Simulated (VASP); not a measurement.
TaAl2:

```
Ta Al
1.0
     0.00000    3.07541    3.07541
     3.07541    0.00000    3.07541
     3.07541    3.07541    0.00000
Ta Al
1 2
Direct
  0.00000 0.00000 0.00000
  0.75000 0.75000 0.75000
  0.25000 0.25000 0.25000
```

* Program: VASP 6.6.1
* Task: relaxation of cell and atoms
* Functional: PBE
* Potentials or basis: VASP PAW PBE potentials, release 64 (Ta_pv, Al)
* Cutoff: 600 eV
* k mesh: 6 × 6 × 6
* Occupations: gaussian, width 0.1 eV
* Spin: no spin polarisation

At the start: pressure 5.4 GPa; volume 19.39 Å³/atom.

Problem. How do energy, volume and symmetry change on relaxing?

Solution. Over 3 steps the energy falls by 17.2 meV/atom and the volume is 20.47 Å³/atom (+5.5 %); space group Fm-3m (No. 225, to 0.05 Å).

Step by step:
| step | energy change (eV) | largest force (eV/Å) | pressure (GPa) | volume (Å³) |
| --- | --- | --- | --- | --- |
| 1 | 0.0000 | 0.0000 | 5.38 | 58.18 |
| 2 | -0.0260 | 0.0000 | -3.23 | 63.83 |
| 3 | -0.0515 | 0.0000 | -0.01 | 61.40 |

Final structure:
```yaml
crystal:
  lattice:
    - [0.00000, 3.13114, 3.13114]
    - [3.13114, 0.00000, 3.13114]
    - [3.13114, 3.13114, 0.00000]
  atoms:
    - { symbol: Ta, position: [0.00000, 0.00000, 0.00000] }
    - { symbol: Al, position: [0.75000, 0.75000, 0.75000] }
    - { symbol: Al, position: [0.25000, 0.25000, 0.25000] }
```
